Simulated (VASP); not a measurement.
Here is a VASP 6.6.1 calculation.

The input INCAR:

```
SYSTEM = SiO2
PREC = Accurate
ENCUT = 520
EDIFF = 1E-6
ISMEAR = -1
SIGMA = 0.2111
LREAL = Auto
LASPH = .TRUE.
NELM = 80
ALGO = Normal
ISIF = 2
LWAVE = .FALSE.
LCHARG = .FALSE.
GGA = PE
NBANDS = 63
ISYM = 0
```

Contents of KPOINTS:

```
regular mesh
0
G
  1 1 1
  0 0 0
```

The input POSCAR:

```
SiO2
1.0
    6.3454790000     -0.1693150000      0.1582820000
   -0.1693150000      6.4741830000     -0.2622240000
    0.1582820000     -0.2622240000      6.3280080000
Si O
6 12
Direct
    0.4352734357      0.5909738884      0.9316491994
    0.1553026261      0.2255570525      0.7917870619
    0.2215371756      0.8386405113      0.3058018135
    0.7799706193      0.3104296894      0.0760681411
    0.8761199834      0.0709358455      0.4507306340
    0.4553982523      0.8928450138      0.5975664134
    0.2154935727      0.6657478122      0.1026026359
    0.7720357615      0.1758508722      0.2521984730
    0.4128273478      0.6811554941      0.4635939430
    0.3412869460      1.0547498194      0.3339028864
   -0.0781050227      0.2166629310     -0.0865602825
    0.3225184674      0.3557504591      0.9405979639
   -0.0407177502      0.8701657546      0.2877442999
    0.6706389465      1.0522560343      0.6055734621
    0.6685716219      0.5299185374      1.0309635363
    0.2457650866      0.9763940722      0.7267343483
    0.5143146441      0.7695306980      0.8120400080
    0.0451721620      0.2608428796      0.5412403592
```

Potentials or basis: VASP PAW PBE potentials, release 64 (Si, O).

Command:

```console
$ cat potpaw_PBE.64/Si/POTCAR potpaw_PBE.64/O/POTCAR > POTCAR
$ mpirun -np 1 vasp_gam > vasp.out
```

Problem. What does it give for the band gap on the k mesh?

Solution. 2.67 eV.

Problem. Estimate the largest force.

Solution. 9.297 eV/Å.

Problem. Predict the pressure.

Solution. 6.6 GPa.

Stress tensor (GPa, compression positive):
```
 2.89  1.73 -6.31
 1.73  3.68 -0.04
-6.31 -0.04 13.13
```

Caveat: the k points lie up to 1.00 Å⁻¹ apart.
